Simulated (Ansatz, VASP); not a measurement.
One calculation of HgH3, two programs

```xyz
4
Lattice="5.0830 0.0000 0.0000 -2.5415 4.4020 0.0000 0.0000 0.0000 3.6841" Properties=species:S:1:pos:R:3 pbc="T T T"
Hg    0.0000    0.0000    0.0000
H     0.0000    0.0000    1.8421
H     2.5415    1.4673    1.4656
H     2.5415    1.4673    2.2185
```

Change from the starting cell: species swapped into the Tb3Pr type (P-6m2, No. 187).

Alike in both runs: functional PBE; k mesh 6 × 6 × 2; occupations gaussian, width 0.1 eV; no spin polarisation.

Ansatz relaxed the structure, and its values are those at the end. VASP's run is a single point on that final structure, the one shown.

```csv
,VASP,Ansatz
version,VASP 6.6.1,Ansatz 0.2.0
potentials or method,"VASP PAW PBE potentials, release 64 (Hg, H), cutoff 520 eV","scalar-relativistic, plane waves, PAW"
valence electrons in the cell,15,23
```

```csv
,VASP,Ansatz,Ansatz less VASP
gap on the k mesh at the Fermi level (eV),none,none,-
pressure (GPa),0.3,0.3,0.00
rms of the force components (eV/Å),0.011,0.005,-0.0053
```

A gap of «none» marks a metal or a gap that the smearing closes. VASP's potentials hold 15 valence electrons a cell and Ansatz's 23, so a difference there can come from the potentials and not from the codes.

The k mesh is coarse, so the values compare programs but aren't converged. Spin-orbit coupling is off throughout.
